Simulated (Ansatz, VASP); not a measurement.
**In3O2 in VASP and in Ansatz**

File INCAR:

```
SYSTEM = In3O2
PREC = Accurate ; ENCUT = 520
EDIFF = 1E-6 ; ISMEAR = 0
SIGMA = 0.1 ; LREAL = .False.
LASPH = .True. ; NELM = 100
ALGO = Normal ; ISIF = 2
LWAVE = .False. ; LCHARG = .True.
GGA = PE ; LELF = .True.
LVHAR = .True. ; NBANDS = 34
```

Contents of KPOINTS:

```
regular mesh
0
Gamma
  6 6 6
  0 0 0
```

POSCAR

```
In3O2
1.0
    1.7697070387      1.0217408352      8.2034898181
   -1.7697070387      1.0217408352      8.2034898181
    0.0000000000     -2.0434816703      8.2034898181
In O
3 2
Direct
    0.0000000000      0.0000000000      0.0000000000
    0.2095000000      0.2095000000      0.2095000000
    0.7905000000      0.7905000000      0.7905000000
    0.4000000000      0.4000000000      0.4000000000
    0.6000000000      0.6000000000      0.6000000000
```

Input for Ansatz:

```yaml
crystal:
  lattice:
    - [1.7697070387, 1.0217408352, 8.2034898181]
    - [-1.7697070387, 1.0217408352, 8.2034898181]
    - [0.0, -2.0434816703, 8.2034898181]
  atoms:
    - { symbol: In, position: [0.0, 0.0, 0.0] }
    - { symbol: In, position: [0.2095, 0.2095, 0.2095] }
    - { symbol: In, position: [0.7905, 0.7905, 0.7905] }
    - { symbol: O, position: [0.4, 0.4, 0.4] }
    - { symbol: O, position: [0.6, 0.6, 0.6] }
basis:
  ecutwfc: 420
kpoints:
  mp_grid: { grid: [6, 6, 6] }
hamiltonian:
  xc: pbe
scf:
  occupations: { method: gaussian, width: 0.1 }
  lower_state_search: "off"
output:
  forces: true
  stress: true
  eigenvalues: true
```

Alike in both runs: task single point; functional PBE; k mesh 6 × 6 × 6; occupations gaussian, width 0.1 eV; no spin polarisation.

|  | VASP | Ansatz |
| --- | --- | --- |
| version | VASP 6.6.1 | Ansatz 0.2.0 |
| potentials or method | VASP PAW PBE potentials, release 64 (In_d, O), cutoff 520 eV | scalar-relativistic, plane waves, PAW |
| valence electrons in the cell | 51 | 51 |

Ansatz gave:

- gap on the k mesh at the Fermi level (eV): none
- pressure (GPa): -1.1
- traceless stress, the component that is largest in VASP (GPa): 0.08
- rms of the force components (eV/Å): 0.815

Question: Estimate VASP's values.

Answer: gap on the k mesh at the Fermi level (eV): none; pressure (GPa): -1.1; traceless stress, the component that is largest in VASP (GPa): 0.08; rms of the force components (eV/Å): 0.808.

Atom by atom the forces differ by 0.006 eV/Å (rms over components). A gap of «none» marks a metal or a gap that the smearing closes.
